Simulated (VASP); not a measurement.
Crystal: Al2Ru.

```xyz
3
Lattice="-1.5604 1.5604 4.2218 1.5604 -1.5604 4.2218 1.5604 1.5604 -4.2218" Properties=species:S:1:pos:R:3 pbc="T T T"
Al    0.0000    0.0000    5.5660
Al    0.0000    0.0000    2.8776
Ru    0.0000    0.0000    0.0000
```

```yaml
Program: VASP 6.6.1
Task: relaxation of cell and atoms
Functional: LDA
Potentials_or_basis: VASP PAW LDA potentials, release 64 (Al, Ru_pv)
Cutoff: 600 eV
k_mesh: 18 × 18 × 18
Occupations: gaussian, width 0.1 eV
Spin: no spin polarisation
```

At the start: pressure -4.2 GPa; volume 13.71 Å³/atom.

Task: Where does the relaxation end?

Result: Over 9 steps the energy falls by 4.4 meV/atom and the volume is 13.39 Å³/atom (-2.3 %); space group I4/mmm (No. 139, to 0.1 Å) before and after.

Step by step:
| step | energy change (eV) | largest force (eV/Å) | pressure (GPa) | volume (Å³) |
| --- | --- | --- | --- | --- |
| 1 | 0.0000 | 0.1239 | -4.21 | 41.12 |
| 2 | 0.0102 | 0.2307 | 6.23 | 39.01 |
| 3 | -0.0131 | 0.0203 | 0.02 | 40.20 |
| 4 | -0.0131 | 0.0168 | -0.05 | 40.22 |
| 5 | -0.0132 | 0.0100 | -0.11 | 40.21 |
| 6 | -0.0132 | 0.0045 | -0.11 | 40.21 |
| 7 | -0.0132 | 0.0002 | -0.12 | 40.21 |
| 8 | -0.0132 | 0.0013 | 0.20 | 40.14 |
| 9 | -0.0132 | 0.0005 | 0.00 | 40.18 |

Final structure:
```yaml
crystal:
  lattice:
    - [-1.55067, 1.55067, 4.17760]
    - [1.55067, -1.55067, 4.17760]
    - [1.55067, 1.55067, -4.17760]
  atoms:
    - { symbol: Al, position: [0.65914, 0.65914, 0.00000] }
    - { symbol: Al, position: [0.34086, 0.34086, 0.00000] }
    - { symbol: Ru, position: [0.00000, 0.00000, 0.00000] }
```
